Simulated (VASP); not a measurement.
# ZrSi2 (P6/mmm) in VASP: notebook

The runs below take ZrSi2 through single point, relaxation of cell and atoms, with PBE.

All numbers are computed with VASP 6.6.1; they aren't measurements. Logs are shortened: lines on timing, memory, paths and dates and some standing lists are left out, and cuts for length are marked.

### 1 The cell of the first run

The structure is hexagonal, space group P6/mmm (No. 191). Conventional cell: a = 4.035 Å, b = 4.035 Å, c = 3.565 Å, α = 90.00°, β = 90.00°, γ = 120.00°. Zr (site symmetry 6/mmm) has 12 Si at 2.93 Å and 8 Zr at 3.56 to 4.03 Å within 4.1 Å. Within 3.1 Å of Si (site symmetry -6m2) lie 3 Si at 2.33 Å and 6 Zr at 2.93 Å.

### 2 Single point, PBE

INCAR reads:

```
SYSTEM = ZrSi2
PREC     = Accurate       ! precision mode
ENCUT    = 520            ! plane-wave cutoff, eV
EDIFF    = 1E-6           ! SCF threshold, eV
ISMEAR   = 0              ! smearing method
SIGMA    = 0.1            ! smearing width, eV
LREAL    = .FALSE.        ! projectors in reciprocal space
LASPH    = .TRUE.         ! aspherical terms in the spheres
NELM     = 80             ! most SCF steps
ALGO     = Normal         ! electronic algorithm
ISIF     = 2              ! what is computed and relaxed
LWAVE    = .FALSE.        ! write WAVECAR
LCHARG   = .FALSE.        ! write CHGCAR
GGA      = PE             ! functional
NBANDS   = 17             ! bands
```

KPOINTS reads:

```
regular mesh
0
G
  12 12 14
  0 0 0
```

POSCAR reads:

```
ZrSi2
1.0
    4.0349134637      0.0000000000      0.0000000000
   -2.0174567319      3.4943375616      0.0000000000
    0.0000000000      0.0000000000      3.5645045355
Zr Si
1 2
Direct
    0.0000000000      0.0000000000      0.0000000000
    0.3333333333      0.6666666667      0.5000000000
    0.6666666667      0.3333333333      0.5000000000
```

Potentials or basis: VASP PAW PBE potentials, release 64 (Zr_sv, Si).

Run with:

```
$ cat potpaw_PBE.64/Zr_sv/POTCAR potpaw_PBE.64/Si/POTCAR > POTCAR
$ mpirun -np 1 vasp_std > vasp.out
```

OUTCAR:

```text
SYSTEM = ZrSi2
   PREC = Accurate
   ENCUT = 520
   EDIFF = 1E-6
   ISMEAR = 0
   LREAL = .FALSE.
   LASPH = .TRUE.
   NELM = 80
   ISIF = 2
   GGA = PE

 ion  position               nearest neighbor table
   1  0.000  0.000  0.000-   2 2.93   3 2.93   2 2.93   3 2.93   2 2.93   2 2.93   3 2.93   3 2.93
                             3 2.93   3 2.93   2 2.93   2 2.93
   2  0.333  0.667  0.500-   3 2.33   3 2.33   3 2.33   1 2.93   1 2.93   1 2.93   1 2.93   1 2.93
                             1 2.93
   3  0.667  0.333  0.500-   2 2.33   2 2.33   2 2.33   1 2.93   1 2.93   1 2.93   1 2.93   1 2.93
                             1 2.93

  LATTYP: Found a hexagonal cell.
 ALAT       =     4.0349134637
 C/A-ratio  =     0.8834153613

  Lattice vectors:

 A1 = (   4.0349134637,   0.0000000000,   0.0000000000)
 A2 = (  -2.0174567319,   3.4943375616,   0.0000000000)
 A3 = (   0.0000000000,   0.0000000000,   3.5645045355)

Analysis of symmetry for initial positions (statically):
=====================================================================
 Subroutine PRICEL returns:
 Original cell was already a primitive cell.

 Routine SETGRP: Setting up the symmetry group for a
 hexagonal supercell.

 Subroutine GETGRP returns: Found 24 space group operations
 (whereof 24 operations were pure point group operations)
 out of a pool of 24 trial point group operations.

The static configuration has the point symmetry D_6h.

Analysis of symmetry for dynamics (positions and initial velocities):
=====================================================================
 Subroutine PRICEL returns:
 Original cell was already a primitive cell.

 Routine SETGRP: Setting up the symmetry group for a
 hexagonal supercell.

 Subroutine GETGRP returns: Found 24 space group operations
 (whereof 24 operations were pure point group operations)
 out of a pool of 24 trial point group operations.

The dynamic configuration has the point symmetry D_6h.

 Subroutine INISYM returns: Found 24 space group operations
 (whereof 24 operations are pure point group operations),
 and found     1 'primitive' translations

----------------------------------------------------------------------------------------

                                     Primitive cell

  volume of cell :      50.2572

  direct lattice vectors                    reciprocal lattice vectors
     4.034913464  0.000000000  0.000000000     0.247836790  0.143088637  0.000000000
    -2.017456732  3.494337562  0.000000000     0.000000000  0.286177275  0.000000000
     0.000000000  0.000000000  3.564504535     0.000000000  0.000000000  0.280543899

  length of vectors
     4.034913464  4.034913464  3.564504535     0.286177275  0.286177275  0.280543899

  position of ions in fractional coordinates (direct lattice)
     0.000000000  0.000000000  0.000000000
     0.333333333  0.666666667  0.500000000
     0.666666667  0.333333333  0.500000000

  ion indices of the primitive-cell ions
   primitive index   ion index
                 1           1
                 2           2
                 3           3

----------------------------------------------------------------------------------------

 KPOINTS: regular mesh

Automatic generation of k-mesh.
 Grid dimensions read from file:
 generate k-points for:   12   12   14

 Generating k-lattice:

  Cartesian coordinates                     Fractional coordinates (reciprocal lattice)
     0.020653066  0.011924053  0.000000000     0.083333333  0.000000000  0.000000000
     0.000000000  0.023848106  0.000000000     0.000000000  0.083333333  0.000000000
     0.000000000  0.000000000  0.020038850     0.000000000  0.000000000  0.071428571

  Length of vectors
     0.023848106  0.023848106  0.020038850

  Shift w.r.t. Gamma in fractional coordinates (k-lattice)
     0.000000000  0.000000000  0.000000000

 Subroutine IBZKPT returns following result:
 ===========================================

 Found    152 irreducible k-points:

 Following reciprocal coordinates:
            Coordinates               Weight
  0.000000  0.000000  0.000000      1.000000
  0.083333  0.000000  0.000000      6.000000
  0.166667  0.000000  0.000000      6.000000
  0.250000  0.000000  0.000000      6.000000
  0.333333  0.000000  0.000000      6.000000
  0.416667  0.000000  0.000000      6.000000
[... 16 lines left out ...]
  0.250000  0.000000  0.071429     12.000000
  0.333333  0.000000  0.071429     12.000000
 [... further k-points ...]
   k-points           NKPTS =    152   k-points in BZ     NKDIM =    152   number of bands    NBANDS=     17
   number of dos      NEDOS =    301   number of ions     NIONS =      3
   total plane-waves  NPLWV =  25200
   dimension x,y,z NGX =    30 NGY =   30 NGZ =   28
   dimension x,y,z NGXF=    60 NGYF=   60 NGZF=   56
   ions per type =               1   2
   NGX,Y,Z   is equivalent  to a cutoff of  12.36, 12.36, 13.06 a.u.
   NGXF,Y,Z  is equivalent  to a cutoff of  24.72, 24.72, 26.12 a.u.
 SYSTEM =  ZrSi2
   PREC   = accura    normal or accurate (medium, high low for compatibility)
   ISTART =      0    job   : 0-new  1-cont  2-samecut
   ICHARG =      2    charge: 1-file 2-atom 10-const
   ISPIN  =      1    spin polarized calculation?
   LNONCOLLINEAR =      F non collinear calculations
   LSORBIT =      F    spin-orbit coupling
   LASPH  =      T    aspherical Exc in radial PAW
   ENCUT  =  520.0 eV  38.22 Ry    6.18 a.u.   7.50  7.50  6.63*2*pi/ulx,y,z
   NELM   =     80;   NELMIN=  2; NELMDL= -5     # of ELM steps
   EDIFF  = 0.1E-05   stopping-criterion for ELM
   LREAL  =      F    real-space projection
   EDIFFG = 0.1E-04   stopping-criterion for IOM
   NSW    =      0    number of steps for IOM
   IBRION =     -1    ionic relax: 0-MD 1-quasi-New 2-CG
   NFREE  =      0    steps in history (QN), initial steepest desc. (CG)
   ISIF   =      2    stress and relaxation
   ISYM   =      2    0-nonsym 1-usesym 2-fastsym
   POTIM  = 0.5000    time-step for ionic-motion
   TEBEG  =    0.0;   TEEND  =   0.0 temperature during run
   PSTRESS=    0.0 pullay stress
   NELECT =      20.0000    total number of electrons
   NUPDOWN=      -1.0000    fix difference up-down
   EMIN   =  10.00;   EMAX   =-10.00  energy-range for DOS
   EFERMI =   0.00;   METHOD = LEGACY
   ISMEAR =     0;   SIGMA  =   0.10  broadening in eV -4-tet -1-fermi 0-gaus
   EFERMI_NEDOS =   21; number of points for ismear=-14 and -15
   IALGO  =     38    algorithm
   IMIX   =      4    mixing-type and parameters
     AMIX     =   0.40;   BMIX     =  1.00
     AMIX_MAG =   1.60;   BMIX_MAG =  1.00
  volume/ion in A,a.u.               =      16.75       113.05
  Fermi-wavevector in a.u.,A,eV,Ry     =   1.204163  2.275539 19.728576  1.450009
  Thomas-Fermi vector in A             =   2.339896
   LORBIT       =      0    0 simple, 1 ext, 2 COOP (PROOUT), +10 PAW based schemes
   GGA     = PE    functional components
   LHFCALC =     F    Hartree Fock is set to
   AEXX    =    0.0000 exact exchange contribution
   IVDW    =     0    specifies the selected vdW correction
   LEPSILON=     F    determine dielectric tensor
   LRPA    =     F    only Hartree local field effects (RPA)
 non-spin polarized calculation
 Gauss-broadening in eV      SIGMA  =   0.10
  energy-cutoff  :      520.00
  volume of cell :       50.26
 maximum number of plane-waves:      1375
 NGX is ok and might be reduce to    30
   NGX = 15   NGY = 15   NGZ = 13

 number of electron      20.0000000 magnetization

 Free energy of the ion-electron system (eV)
  ---------------------------------------------------
  ext. energy  EPLUGINS =         0.00000000
  ---------------------------------------------------
  free energy    TOTEN  =       -20.28435675 eV

  energy without entropy =      -20.27424878  energy(sigma->0) =      -20.27930277

 E-fermi :  10.4035     XC(G=0): -11.2484

 val. band max:       10.4019567206   @ k =   0.2500   0.0000   0.5000
 cond. band min:      10.4087457862   @ k =   0.0000   0.0000   0.4286
 fundamental gap:      0.0067890656
 Fermi energy:        10.4035210740

 k-point     1 :       0.0000    0.0000    0.0000
  band No.  band energies     occupation
      1     -39.0657      2.00000
      2     -17.1159      2.00000
      3     -17.1159      2.00000
      4     -17.0058      2.00000
      5      -2.4130      2.00000
      6       6.0727      2.00000
[... 9 lines left out ...]
     16      13.6504      0.00000
     17      14.7094      0.00000

 k-point     2 :       0.0833    0.0000    0.0000
  band No.  band energies     occupation
      1     -39.0654      2.00000
      2     -17.1230      2.00000
      3     -17.1175      2.00000
      4     -17.0050      2.00000
      5      -2.3236      2.00000
      6       5.5426      2.00000
[... 9 lines left out ...]
     16      13.8529      0.00000
     17      14.9751      0.00000

 k-point     3 :       0.1667    0.0000    0.0000
  band No.  band energies     occupation
      1     -39.0644      2.00000
      2     -17.1422      2.00000
      3     -17.1219      2.00000
      4     -17.0027      2.00000
      5      -2.0593      2.00000
      6       4.5447      2.00000
[... 9 lines left out ...]
     16      14.4061      0.00000
     17      15.4527      0.00000

 k-point     4 :       0.2500    0.0000    0.0000
  band No.  band energies     occupation
      1     -39.0631      2.00000
      2     -17.1683      2.00000
      3     -17.1278      2.00000
      4     -16.9996      2.00000
      5      -1.6322      2.00000
      6       3.4923      2.00000
[... 9 lines left out ...]
     16      15.2090      0.00000
     17      15.2150      0.00000
[... 343 lines left out ...]
      1     -39.0637      2.00000
      2     -17.1409      2.00000
      3     -17.1206      2.00000
      4     -17.0142      2.00000
      5      -2.0085      2.00000
      6       4.5830      2.00000
[... 9 lines left out ...]
     16      14.2058      0.00000
     17      15.3852      0.00000

 k-point    23 :       0.2500    0.0000    0.0714
  band No.  band energies     occupation
      1     -39.0624      2.00000
      2     -17.1668      2.00000
      3     -17.1266      2.00000
      4     -17.0109      2.00000
      5      -1.5873      2.00000
      6       3.5257      2.00000
[... 9 lines left out ...]
     16      15.0411      0.00000
     17      15.0695      0.00000

 k-point    24 :       0.3333    0.0000    0.0714
  band No.  band energies     occupation
      1     -39.0611      2.00000
      2     -17.1925      2.00000
      3     -17.1325      2.00000
      4     -17.0076      2.00000
      5      -1.0263      2.00000
      6       2.5079      2.00000
[... 9 lines left out ...]
     16      14.8890      0.00000
     17      16.0490      0.00000

 [... further k-points ...]

------------------------ aborting loop because EDIFF is reached ----------------------------------------

  FORCE on cell =-STRESS in cart. coord.  units (eV):
  Direction    XX          YY          ZZ          XY          YZ          ZX
  --------------------------------------------------------------------------------------
  -------------------------------------------------------------------------------------
  Total       -0.0198557     -0.0198557      0.0124323      0.0000000      0.0000000      0.0000000
  in kB       -0.6329897     -0.6329897      0.3963349      0.0000000      0.0000000      0.0000000
  external PRESSURE =      -0.2898815 kB  Pullay stress =       0.0000000 kB

 VOLUME and BASIS-vectors are now :
 -----------------------------------------------------------------------------
  energy-cutoff  :      520.00
  volume of cell :       50.26
      direct lattice vectors                 reciprocal lattice vectors
     4.034913464  0.000000000  0.000000000     0.247836790  0.143088637  0.000000000
    -2.017456732  3.494337562  0.000000000     0.000000000  0.286177275  0.000000000
     0.000000000  0.000000000  3.564504535     0.000000000  0.000000000  0.280543899

 POSITION                                       TOTAL-FORCE (eV/Angst)
 -----------------------------------------------------------------------------------
      0.00000      0.00000      0.00000         0.000000      0.000000     -0.000000
     -0.00000      2.32956      1.78225        -0.000000     -0.000000     -0.000000
      2.01746      1.16478      1.78225         0.000000     -0.000000      0.000000
 -----------------------------------------------------------------------------------
    total drift:                                0.000000     -0.000000      0.000000

  FREE ENERGIE OF THE ION-ELECTRON SYSTEM (eV)
  ---------------------------------------------------
  free  energy   TOTEN  =       -20.2843567504 eV

  energy  without entropy=      -20.2742487831  energy(sigma->0) =      -20.27930277
```

It took 3 min on 1 thread of Intel Xeon Platinum 8259CL at 2.50GHz (Skylake/Cascade Lake), shared host; peak memory 0.25 GiB.

Results:

- Free energy: -20.2844 eV
- Pressure: 0.0 GPa
- Band gap on the k mesh: zero (bands 10 and 11 overlap by 2.00 eV)

### 3 Relaxation of cell and atoms, PBE

INCAR reads:

```
ALGO     = Normal         # electronic algorithm
EDIFF    = 1E-6           # SCF threshold, eV
EDIFFG   = -0.01          # ionic threshold
ENCUT    = 600            # plane-wave cutoff, eV
GGA      = PE             # functional
IBRION   = 2              # ionic algorithm
ISIF     = 3              # what is computed and relaxed
ISMEAR   = 0              # smearing method
LASPH    = T              # aspherical terms in the spheres
LCHARG   = F              # write CHGCAR
LREAL    = F              # projectors in reciprocal space
LWAVE    = F              # write WAVECAR
NELM     = 100            # most SCF steps
NSW      = 100            # ionic steps
PREC     = Accurate       # precision mode
SIGMA    = 0.1            # smearing width, eV
```

KPOINTS reads:

```
k-points
0
Gamma
  12 12 14
```

POSCAR reads:

```
ZrSi2
1.0
    4.0216367914      0.0000000000      0.0000000000
   -2.0108183957      3.4828396262      0.0000000000
    0.0000000000      0.0000000000      3.5861885478
Zr Si
1 2
Direct
    0.0000000000      0.0000000000      0.0000000000
    0.3333333333      0.6666666667      0.5000000000
    0.6666666667      0.3333333333      0.5000000000
```

Potentials or basis: VASP PAW PBE potentials, release 64 (Zr_sv, Si).

Run with:

```
$ cat potpaw_PBE.64/Zr_sv/POTCAR potpaw_PBE.64/Si/POTCAR > POTCAR
$ mpirun -np 1 vasp_std > vasp.out
```

It took 6.7 min on 1 thread of Intel Xeon Platinum 8259CL at 2.50GHz (Skylake/Cascade Lake), shared host; peak memory 0.28 GiB.

Results (log left out):

| Quantity | Value |
| --- | --- |
| Free energy | -20.2845 eV |
| Relaxed volume | 16.75 Å³/atom |
| Relaxed cell | a = 4.034 Å, b = 4.034 Å, c = 3.566 Å, α = 90.00°, β = 90.00°, γ = 120.00° |
| Space group after relaxing (to 0.1 Å) | P6/mmm (No. 191) |
| Energy gained by relaxing | 0.3 meV/atom |
| Ionic steps | 5 |
| Pressure after relaxing | 0.0 GPa |
| Band gap on the k mesh | zero (bands 10 and 11 overlap by 2.00 eV) |

Step by step:
| step | energy change (eV) | largest force (eV/Å) | pressure (GPa) | volume (Å³) |
| --- | --- | --- | --- | --- |
| 1 | 0.0000 | 0.0000 | 0.19 | 50.23 |
| 2 | -0.0008 | 0.0000 | -0.23 | 50.38 |
| 3 | -0.0008 | 0.0000 | -0.30 | 50.40 |
| 4 | -0.0009 | 0.0000 | 0.08 | 50.22 |
| 5 | -0.0010 | 0.0000 | 0.02 | 50.26 |

Final structure:
```
Zr Si
1.0
     4.03409    0.00000    0.00000
    -2.01704    3.49362    0.00000
     0.00000    0.00000    3.56612
Zr Si
1 2
Direct
  0.00000 0.00000 0.00000
  0.33333 0.66667 0.50000
  0.66667 0.33333 0.50000
```

Levels at points of the mesh, in eV from the Fermi level:
```
           k point  band 8  band 9  band 10  band 11  band 12  band 13
(0.00, 0.00, 0.00)   -2.34   -1.65    -1.53     0.58     0.58     1.23
(0.50, 0.00, 0.00)   -3.64   -2.36     0.57     1.00     1.39     1.66
(0.00, 0.00, 0.50)   -2.67   -2.44    -2.44    -0.83    -0.83     0.23
(0.50, 0.00, 0.50)   -4.35   -4.09    -0.41     1.70     2.11     3.09
```
